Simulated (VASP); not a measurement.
# WS2 (P1) in VASP: single point with LDA

Aim: the single point of WS2 with LDA.

All numbers are computed with VASP 6.6.1; they aren't measurements. Logs are shortened: lines on timing, memory, paths and dates and some standing lists are left out, and cuts for length are marked.

**1. The cell of the first run**

The typed cell holds 9 atoms: a = 3.158 Å, b = 3.158 Å, c = 18.501 Å, α = 89.02°, β = 88.04°, γ = 60.00°.

**2. Single point, LDA**

INCAR

```
  PREC = Accurate
  ENCUT = 520
  EDIFF = 1E-6
  ISMEAR = 0
  SIGMA = 0.05
  LREAL = False
  LASPH = True
  NELM = 100
  ALGO = Normal
  ISIF = 2
  LWAVE = False
  LCHARG = False
  GGA = CA
  NBANDS = 49
```

KPOINTS

```
Automatic mesh
0
Gamma
  10 10 2
```

POSCAR

```
WS2
1.0
   -1.5790003843     -2.7349088907      0.0000000000
    1.5790003843     -2.7349088907      0.0000000000
   -0.3158000769     -0.5469817781     18.4899900000
W S
3 6
Direct
   -0.1419000000      0.0000000000      0.7095000000
    0.3247666667      0.3333333333      0.0428333333
    0.5914333333      0.6666666667      0.3761666667
    0.9080400000      1.0000000000      0.4598000000
    0.1747066667      0.3333333333      0.7931333333
    0.6413733333      0.6666666667      0.1264666667
    0.9419000000      1.0000000000      0.2905000000
    0.2085666667      0.3333333333      0.6238333333
    0.4752333333      0.6666666667      0.9571666667
```

Potentials or basis: VASP PAW LDA potentials, release 64 (W_sv, S).

Launch:

```
> cat potpaw_LDA.64/W_sv/POTCAR potpaw_LDA.64/S/POTCAR > POTCAR
> mpirun -np 1 vasp_std > vasp.out
```

OUTCAR:

```text
PREC = Accurate
   ENCUT = 520
   EDIFF = 1E-6
   ISMEAR = 0
   LREAL = False
   LASPH = True
   NELM = 100
   ISIF = 2
   GGA = CA

 ion  position               nearest neighbor table
   1  0.858  0.000  0.709-   5 2.39   5 2.39   5 2.39   8 2.42   8 2.42   8 2.42
   2  0.325  0.333  0.043-   9 2.06   6 2.39   6 2.39   6 2.39   9 2.50   9 2.87
   3  0.591  0.667  0.376-   4 2.39   4 2.39   4 2.39   7 2.42   7 2.42   7 2.42
   4  0.908  0.000  0.460-   3 2.39   3 2.39   3 2.39
   5  0.175  0.333  0.793-   1 2.39   1 2.39   1 2.39
   6  0.641  0.667  0.126-   2 2.39   2 2.39   2 2.39
   7  0.942  0.000  0.291-   3 2.42   3 2.42   3 2.42
   8  0.209  0.333  0.624-   1 2.42   1 2.42   1 2.42
   9  0.475  0.667  0.957-   2 2.06   2 2.50   2 2.87

  LATTYP: Found a base centered monoclinic cell.
 ALAT       =     3.1580007685
 B/A-ratio  =     1.7320508076
 C/A-ratio  =     5.8583818168
 COS(beta)  =    -0.0341391200

  Lattice vectors:

 A1 = (   3.1580007686,   0.0000000000,   0.0000000000)
 A2 = (  -1.5790003843,   2.7349088907,   0.0000000000)
 A3 = (  -0.3158000769,  -0.5469817781,  18.4899900000)

Analysis of symmetry for initial positions (statically):
=====================================================================
 Subroutine PRICEL returns:
 Original cell was already a primitive cell.

 Routine SETGRP: Setting up the symmetry group for a
 base centered monoclinic supercell.

 Subroutine GETGRP returns: Found  1 space group operations
 (whereof  1 operations were pure point group operations)
 out of a pool of  4 trial point group operations.

The static configuration has the point symmetry C_1 .

Analysis of symmetry for dynamics (positions and initial velocities):
=====================================================================
 Subroutine PRICEL returns:
 Original cell was already a primitive cell.

 Routine SETGRP: Setting up the symmetry group for a
 base centered monoclinic supercell.

 Subroutine GETGRP returns: Found  1 space group operations
 (whereof  1 operations were pure point group operations)
 out of a pool of  4 trial point group operations.

The dynamic configuration has the point symmetry C_1 .

 Subroutine INISYM returns: Found  1 space group operations
 (whereof  1 operations are pure point group operations),
 and found     1 'primitive' translations

----------------------------------------------------------------------------------------

                                     Primitive cell

  volume of cell :     159.6952

  direct lattice vectors                    reciprocal lattice vectors
    -1.579000384 -2.734908891  0.000000000    -0.316656034 -0.182821447 -0.010816664
     1.579000384 -2.734908891  0.000000000     0.316656034 -0.182821447  0.000000000
    -0.315800077 -0.546981778 18.489990000     0.000000000  0.000000000  0.054083318

  length of vectors
     3.158000769  3.158000769 18.500774280     0.365802851  0.365642893  0.054083318

  position of ions in fractional coordinates (direct lattice)
     0.858100000  0.000000000  0.709500000
     0.324766667  0.333333333  0.042833333
     0.591433333  0.666666667  0.376166667
     0.908040000  0.000000000  0.459800000
     0.174706667  0.333333333  0.793133333
     0.641373333  0.666666667  0.126466667
     0.941900000  0.000000000  0.290500000
     0.208566667  0.333333333  0.623833333
     0.475233333  0.666666667  0.957166667

  ion indices of the primitive-cell ions
   primitive index   ion index
                 1           1
                 2           2
                 3           3
                 4           4
                 5           5
                 6           6
                 7           7
                 8           8
                 9           9

----------------------------------------------------------------------------------------

 KPOINTS: Automatic mesh

Automatic generation of k-mesh.
 Grid dimensions read from file:
 generate k-points for:   10   10    2

 Generating k-lattice:

  Cartesian coordinates                     Fractional coordinates (reciprocal lattice)
    -0.031665603 -0.018282145 -0.001081666     0.100000000  0.000000000  0.000000000
     0.031665603 -0.018282145  0.000000000     0.000000000  0.100000000 -0.000000000
     0.000000000  0.000000000  0.027041659     0.000000000  0.000000000  0.500000000

  Length of vectors
     0.036580285  0.036564289  0.027041659

  Shift w.r.t. Gamma in fractional coordinates (k-lattice)
     0.000000000  0.000000000  0.000000000

 Subroutine IBZKPT returns following result:
 ===========================================

 Found    104 irreducible k-points:

 Following reciprocal coordinates:
            Coordinates               Weight
  0.000000  0.000000  0.000000      1.000000
  0.100000 -0.000000  0.000000      2.000000
 -0.100000 -0.100000  0.000000      2.000000
  0.200000 -0.000000  0.000000      2.000000
 -0.200000 -0.200000  0.000000      2.000000
  0.300000  0.000000  0.000000      2.000000
[... 16 lines left out ...]
  0.300000  0.400000  0.000000      2.000000
 -0.200000  0.100000 -0.000000      2.000000
 [... further k-points ...]
   k-points           NKPTS =    104   k-points in BZ     NKDIM =    104   number of bands    NBANDS=     49
   number of dos      NEDOS =    301   number of ions     NIONS =      9
   total plane-waves  NPLWV =  80640
   dimension x,y,z NGX =    24 NGY =   24 NGZ =  140
   dimension x,y,z NGXF=    48 NGYF=   48 NGZF=  280
   ions per type =               3   6
   NGX,Y,Z   is equivalent  to a cutoff of  12.63, 12.63, 12.58 a.u.
   NGXF,Y,Z  is equivalent  to a cutoff of  25.27, 25.27, 25.16 a.u.
 SYSTEM =  unknown system
   PREC   = accura    normal or accurate (medium, high low for compatibility)
   ISTART =      0    job   : 0-new  1-cont  2-samecut
   ICHARG =      2    charge: 1-file 2-atom 10-const
   ISPIN  =      1    spin polarized calculation?
   LNONCOLLINEAR =      F non collinear calculations
   LSORBIT =      F    spin-orbit coupling
   LASPH  =      T    aspherical Exc in radial PAW
   ENCUT  =  520.0 eV  38.22 Ry    6.18 a.u.   5.87  5.87 34.40*2*pi/ulx,y,z
   NELM   =    100;   NELMIN=  2; NELMDL= -5     # of ELM steps
   EDIFF  = 0.1E-05   stopping-criterion for ELM
   LREAL  =      F    real-space projection
   EDIFFG = 0.1E-04   stopping-criterion for IOM
   NSW    =      0    number of steps for IOM
   IBRION =     -1    ionic relax: 0-MD 1-quasi-New 2-CG
   NFREE  =      0    steps in history (QN), initial steepest desc. (CG)
   ISIF   =      2    stress and relaxation
   ISYM   =      2    0-nonsym 1-usesym 2-fastsym
   POTIM  = 0.5000    time-step for ionic-motion
   TEBEG  =    0.0;   TEEND  =   0.0 temperature during run
   PSTRESS=    0.0 pullay stress
   NELECT =      78.0000    total number of electrons
   NUPDOWN=      -1.0000    fix difference up-down
   EMIN   =  10.00;   EMAX   =-10.00  energy-range for DOS
   EFERMI =   0.00;   METHOD = LEGACY
   ISMEAR =     0;   SIGMA  =   0.05  broadening in eV -4-tet -1-fermi 0-gaus
   EFERMI_NEDOS =   21; number of points for ismear=-14 and -15
   IALGO  =     38    algorithm
   IMIX   =      4    mixing-type and parameters
     AMIX     =   0.40;   BMIX     =  1.00
     AMIX_MAG =   1.60;   BMIX_MAG =  1.00
  volume/ion in A,a.u.               =      17.74       119.74
  Fermi-wavevector in a.u.,A,eV,Ry     =   1.289266  2.436359 22.615688  1.662206
  Thomas-Fermi vector in A             =   2.421169
   LORBIT       =      0    0 simple, 1 ext, 2 COOP (PROOUT), +10 PAW based schemes
   GGA     = CA    functional components
   LHFCALC =     F    Hartree Fock is set to
   AEXX    =    0.0000 exact exchange contribution
   IVDW    =     0    specifies the selected vdW correction
   LEPSILON=     F    determine dielectric tensor
   LRPA    =     F    only Hartree local field effects (RPA)
 non-spin polarized calculation
 Gauss-broadening in eV      SIGMA  =   0.05
  energy-cutoff  :      520.00
  volume of cell :      159.70
 maximum number of plane-waves:      4328
   NGX = 11   NGY = 11   NGZ = 69

 number of electron      78.0000000 magnetization

 Free energy of the ion-electron system (eV)
  ---------------------------------------------------
  ext. energy  EPLUGINS =         0.00000000
  ---------------------------------------------------
  free energy    TOTEN  =       -76.90832308 eV

  energy without entropy =      -76.90828952  energy(sigma->0) =      -76.90830630

 E-fermi :   7.4071     XC(G=0): -11.2318

 val. band max:        7.3220716173   @ k =   0.0000   0.5000   0.0000
 cond. band min:       7.4881167764   @ k =   0.0000   0.0000   0.0000
 fundamental gap:      0.1660451590
 Fermi energy:         7.4071432562

 k-point     1 :       0.0000    0.0000    0.0000
  band No.  band energies     occupation
      1     -66.8760      2.00000
      2     -66.8623      2.00000
      3     -66.7026      2.00000
      4     -31.4285      2.00000
      5     -31.4082      2.00000
      6     -31.3946      2.00000
[... 41 lines left out ...]
     48       9.8188      0.00000
     49       9.8272      0.00000

 k-point     2 :       0.1000   -0.0000    0.0000
  band No.  band energies     occupation
      1     -66.8742      2.00000
      2     -66.8604      2.00000
      3     -66.7008      2.00000
      4     -31.4239      2.00000
      5     -31.4017      2.00000
      6     -31.3881      2.00000
[... 41 lines left out ...]
     48       9.8822      0.00000
     49       9.9313      0.00000

 k-point     3 :      -0.1000   -0.1000    0.0000
  band No.  band energies     occupation
      1     -66.8742      2.00000
      2     -66.8604      2.00000
      3     -66.7007      2.00000
      4     -31.4257      2.00000
      5     -31.4017      2.00000
      6     -31.3881      2.00000
[... 1081 lines left out ...]
     48      10.4037      0.00000
     49      11.3045      0.00000

 k-point    24 :      -0.2000    0.1000   -0.0000
  band No.  band energies     occupation
      1     -66.8654      2.00000
      2     -66.8516      2.00000
      3     -66.6921      2.00000
      4     -31.4144      2.00000
      5     -31.4097      2.00000
      6     -31.4011      2.00000
[... 41 lines left out ...]
     48      10.4453      0.00000
     49      10.9717      0.00000

 [... further k-points ...]

------------------------ aborting loop because EDIFF is reached ----------------------------------------

  FORCE on cell =-STRESS in cart. coord.  units (eV):
  Direction    XX          YY          ZZ          XY          YZ          ZX
  --------------------------------------------------------------------------------------
  -------------------------------------------------------------------------------------
  Total       -2.1864713      0.2894332      4.3657851     -1.3968722      9.2490777      0.0767078
  in kB      -21.9362599      2.9038032     43.8007116    -14.0144314     92.7934326      0.7695881
  external PRESSURE =       8.2560850 kB  Pullay stress =       0.0000000 kB

 VOLUME and BASIS-vectors are now :
 -----------------------------------------------------------------------------
  energy-cutoff  :      520.00
  volume of cell :      159.70
      direct lattice vectors                 reciprocal lattice vectors
    -1.579000384 -2.734908891  0.000000000    -0.316656034 -0.182821447 -0.010816664
     1.579000384 -2.734908891  0.000000000     0.316656034 -0.182821447  0.000000000
    -0.315800077 -0.546981778 18.489990000     0.000000000  0.000000000  0.054083318

 POSITION                                       TOTAL-FORCE (eV/Angst)
 -----------------------------------------------------------------------------------
     -1.57900     -2.73491     13.11865        -0.003731     -0.006828     -0.577890
     -0.00000     -1.82327      0.79199         0.989575      5.276312      4.041443
      0.00000     -3.64655      6.95532         0.000603      0.001926     -0.591866
     -1.57900     -2.73491      8.50170        -0.000749      0.000354      0.067157
     -0.00000     -1.82327     14.66503         0.002626     -0.005949      0.077403
      0.00000     -3.64655      2.33837        -0.478559      0.251912      0.092367
     -1.57900     -2.73491      5.37134        -0.001681      0.004665      0.518954
     -0.00000     -1.82327     11.53467        -0.001685     -0.001012      0.517824
      0.00000     -3.64655     17.69800        -0.506399     -5.521379     -4.145393
 -----------------------------------------------------------------------------------
    total drift:                               -0.000373      0.000237      0.000437

  FREE ENERGIE OF THE ION-ELECTRON SYSTEM (eV)
  ---------------------------------------------------
  free  energy   TOTEN  =       -76.9083230781 eV

  energy  without entropy=      -76.9082895245  energy(sigma->0) =      -76.90830630
```

It took 16 min on 1 thread of Oxide Virtual Turin-like, shared host; peak memory 0.6 GiB.

What came out:

| Property | Result |
| --- | --- |
| Free energy | -76.9083 eV |
| Pressure | 0.8 GPa |
| Largest force | 6.923 eV/Å |
| Band gap on the k mesh | 0.17 eV (least direct gap 0.19 eV) |

Forces on the atoms (eV/Å):
```
W   -0.004 -0.007 -0.578
W    0.990  5.276  4.041
W    0.001  0.002 -0.592
S   -0.001  0.000  0.067
S    0.003 -0.006  0.077
S   -0.479  0.252  0.092
S   -0.002  0.005  0.519
S   -0.002 -0.001  0.518
S   -0.506 -5.521 -4.145
```

Levels at points of the mesh, in eV from the valence-band top:
```
           k point  band 36  band 37  band 38  band 39  band 40  band 41  band 42  band 43
(0.00, 0.00, 0.00)    -1.26    -0.63    -0.25    -0.03     0.17     1.71     2.20     2.20
(0.50, 0.00, 0.00)    -1.83    -1.63    -1.57    -0.39     2.00     2.21     2.23     2.25
(0.50, 0.50, 0.00)    -1.83    -1.66    -1.55    -0.87     2.06     2.22     2.25     2.56
(0.00, 0.50, 0.00)    -1.83    -1.65    -1.56     0.00     1.14     2.22     2.25     2.37
(0.00, 0.00, 0.50)    -0.83    -0.72    -0.31    -0.04     0.18     1.71     2.20     2.20
(0.50, 0.00, 0.50)    -1.80    -1.67    -1.55    -0.39     2.00     2.21     2.22     2.25
(0.50, 0.50, 0.50)    -1.83    -1.64    -1.56    -0.87     2.06     2.22     2.25     2.51
(0.00, 0.50, 0.50)    -1.83    -1.66    -1.56     0.00     1.14     2.22     2.25     2.37
```

Caveat: spin-orbit coupling is left out, which moves the levels of the heavy elements; forces of over 1 eV/Å act on the atoms, so gaps and moduli don't describe the material at rest.
